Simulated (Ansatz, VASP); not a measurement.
Two plane-wave programs on TiAl3

```
Ti Al
1.0
     3.81555    0.00000    0.00000
     0.00000    3.81555    0.00000
     0.00000    0.00000    8.46845
Ti Al
2 6
Direct
  0.00000 0.00000 0.00000
  0.50000 0.50000 0.50000
  0.50000 0.50000 0.00000
  0.00000 0.50000 0.25000
  0.50000 0.00000 0.25000
  0.00000 0.00000 0.50000
  0.50000 0.00000 0.75000
  0.00000 0.50000 0.75000
```

Change from the starting cell: strain along c alone, the other axes held, atoms relaxed: -1.0 %.

Alike in both runs: task single point; functional PBEsol; k mesh 10 × 10 × 4; occupations gaussian, width 0.1 eV; no spin polarisation.

|  | VASP | Ansatz |
| --- | --- | --- |
| version | VASP 6.6.1 | Ansatz 0.2.0 |
| potentials or method | VASP PAW PBE potentials, release 64 (Ti_sv, Al), cutoff 520 eV | scalar-relativistic, plane waves, PAW |
| valence electrons in the cell | 42 | 42 |

```csv
,VASP,Ansatz,Ansatz less VASP
gap on the k mesh at the Fermi level (eV),none,none,-
pressure (GPa),1.2,1.1,-0.10
"traceless stress, the component that is largest in VASP (GPa)",1.32,1.34,+0.016
```

VASP's potentials were made for PBE, not for PBEsol. A gap of «none» marks a metal or a gap that the smearing closes. The functional is the same, so the differences come from potentials, cutoffs and numerics.
